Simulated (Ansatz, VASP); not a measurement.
One calculation of TaN, two programs

The input INCAR:

```
  ALGO = Normal
  EDIFF = 1E-6
  ENCUT = 700
  GGA_COMPAT = F
  ISIF = 2
  ISMEAR = 0
  LASPH = T
  LCHARG = F
  LREAL = F
  LWAVE = F
  NBANDS = 16
  NELM = 120
  PREC = Accurate
  SIGMA = 0.15
```

Contents of KPOINTS:

```
k-points
0
Gamma
  18 18 18
```

POSCAR

```
TaN
1.0
    0.0000000000      2.1790000000      2.2879500000
    2.1790000000      0.0000000000      2.2879500000
    2.1790000000      2.1790000000      0.0000000000
Ta N
1 1
Direct
    0.5000000000      0.5000000000      0.5000000000
    0.0000000000      0.0000000000      0.0000000000
```

Input for Ansatz:

```yaml
crystal:
  lattice:
    - [0.0, 2.179, 2.28795]
    - [2.179, 0.0, 2.28795]
    - [2.179, 2.179, 0.0]
  atoms:
    - { symbol: Ta, position: [0.5, 0.5, 0.5] }
    - { symbol: "N", position: [0.0, 0.0, 0.0] }
basis:
  ecutwfc: 420
kpoints:
  mp_grid: { grid: [18, 18, 18] }
hamiltonian:
  xc: lda
scf:
  occupations: { method: gaussian, width: 0.15 }
output:
  forces: true
  stress: true
  eigenvalues: true
```

Change from the starting cell: strain +0.000 along x and y, +0.050 along z, atoms carried along.

Alike in both runs: task single point; functional LDA; k mesh 18 × 18 × 18; occupations gaussian, width 0.15 eV; no spin polarisation.

|  | VASP | Ansatz |
| --- | --- | --- |
| version | VASP 6.6.1 | Ansatz 0.2.0 |
| potentials or method | VASP PAW LDA potentials, release 64 (Ta_sv_GW, N), cutoff 700 eV | scalar-relativistic, plane waves, PAW |
| valence electrons in the cell | 18 | 18 |

|  | VASP | Ansatz | Ansatz less VASP |
| --- | --- | --- | --- |
| gap on the k mesh at the Fermi level (eV) | none | none | - |
| pressure (GPa) | -15.7 | -16.5 | -0.80 |
| traceless stress, the component that is largest in VASP (GPa) | -13.45 | -13.18 | +0.272 |

LDA's correlation is that of Perdew and Zunger in VASP and of Perdew and Wang (1992) in Ansatz. A gap of «none» marks a metal or a gap that the smearing closes.

Spin-orbit coupling is off throughout.
